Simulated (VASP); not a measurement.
Write the native input for VASP 6.6.1 that does the following.

* Task: single point
* Functional: PBEsol
* Potentials or basis: VASP PAW PBE potentials, release 64 (Zr_sv, O)
* Cutoff: 600 eV
* k mesh: 8 × 8 × 8
* Occupations: gaussian, width 0.05 eV
* Spin: no spin polarisation
* Dipole correction: no
* Further INCAR settings: ALGO = Normal; EDIFF = 1e-06; NBANDS = 19

The structure of ZrO2 lies in POSCAR:

```
ZrO2
1.0
    0.0000000000      2.5299835514      2.5299835514
    2.5299835514      0.0000000000      2.5299835514
    2.5299835514      2.5299835514      0.0000000000
Zr O
1 2
Direct
    0.0000000000      0.0000000000      0.0000000000
    0.2500000000      0.2500000000      0.2500000000
    0.7500000000      0.7500000000      0.7500000000
```

One way to write it, as run:

INCAR

```
PREC = Accurate ; ENCUT = 600
EDIFF = 1E-6 ; ISMEAR = 0
SIGMA = 0.05 ; LREAL = F
LASPH = T ; NELM = 120
ALGO = Normal ; ISIF = 2
LWAVE = F ; LCHARG = T
GGA = PS ; LELF = T
LVHAR = T ; NBANDS = 19
GGA_COMPAT = F
```

KPOINTS

```
regular mesh
0
Gamma
  8 8 8
```

Potentials or basis: VASP PAW PBE potentials, release 64 (Zr_sv, O).

The run is started by

```bash
$ cat potpaw_PBE.64/Zr_sv/POTCAR potpaw_PBE.64/O/POTCAR > POTCAR
$ mpirun -np 1 vasp_std > vasp.out
```

Results of the run:

```yaml
Pressure: 0.9 GPa
Band_gap_on_the_k_mesh: 3.33 eV (least direct gap 3.77 eV)
```

Caveat: the PAW data sets were made with another functional, which shifts forces and pressure a little.

It took 27 s on 1 thread of AMD EPYC 7R43 64-Core Processor (Zen 3), on a shared host, peak memory 0.14 GiB.
